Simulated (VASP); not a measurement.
RbCd, 2 atoms in the cell. It takes space group Pm-3m (No. 221, cubic). The conventional cell has a = 4.355 Å, b = 4.355 Å, c = 4.355 Å, α = 90.00°, β = 90.00°, γ = 90.00°. Rb (site symmetry m-3m) has 8 Cd at 3.77 Å and 6 Rb at 4.35 Å within 5.0 Å. Cd (site symmetry m-3m) has 8 Rb at 3.77 Å and 6 Cd at 4.35 Å within 5.0 Å. 

```yaml
Program: VASP 6.6.1
Task: single point
Functional: PBE
Potentials_or_basis: VASP PAW PBE potentials, release 64 (Rb_sv, Cd)
Cutoff: 500 eV
k_mesh: 4 × 4 × 4
Occupations: gaussian, width 0.1 eV
Spin: no spin polarisation
Dipole_correction: no
Further_INCAR_settings: ALGO = Normal; EDIFF = 1e-06; NBANDS = 18
```

Potentials or basis: VASP PAW PBE potentials, release 64 (Rb_sv, Cd).

Run with:

```console
$ cat potpaw_PBE.64/Rb_sv/POTCAR potpaw_PBE.64/Cd/POTCAR > POTCAR
$ mpirun -np 1 vasp_std > vasp.out
```

Hardware: 1 thread of Intel Xeon 6975P-C (shared host).

Task: How long does it take, and how much memory?

Result: It took 9.9 s on 1 thread of Intel Xeon 6975P-C (shared host), peak memory 0.18 GiB. Counts: scf iterations 11, k points 10.
